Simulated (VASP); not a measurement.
A run of VASP 6.6.1 is set up as follows.

File INCAR:

```
PREC = Accurate
ENCUT = 520
EDIFF = 1E-6
ISMEAR = 0
SIGMA = 0.1
LREAL = False
LASPH = True
NELM = 60
ALGO = Normal
ISIF = 2
LWAVE = False
LCHARG = True
GGA = PE
LELF = True
LVHAR = True
NBANDS = 14
```

Contents of KPOINTS:

```
regular mesh
0
Gamma
  14 14 10
```

Contents of POSCAR:

```
AlO2
1.0
    3.1371163810      0.0000000000      0.0000000000
    0.0000000000      3.1371163810      0.0000000000
    0.0000000000      0.0000000000      4.7653355851
Al O
1 2
Direct
    0.5000000000      0.5000000000      0.5000000000
    0.5000000000      0.5000000000      0.8562810133
    0.5000000000      0.5000000000      0.1437189867
```

Potentials or basis: VASP PAW PBE potentials, release 64 (Al, O).

Run with:

```bash
$ cat potpaw_PBE.64/Al/POTCAR potpaw_PBE.64/O/POTCAR > POTCAR
$ mpirun -np 1 vasp_std > vasp.out
```

(1) What does it give for the pressure?

(2) Predict the largest force.

Results:

(1) 0.3 GPa.

(2) 0.207 eV/Å.

Caveat: an odd number of electrons without spin polarisation forces a metal; a magnetic or distorted state may lie lower.
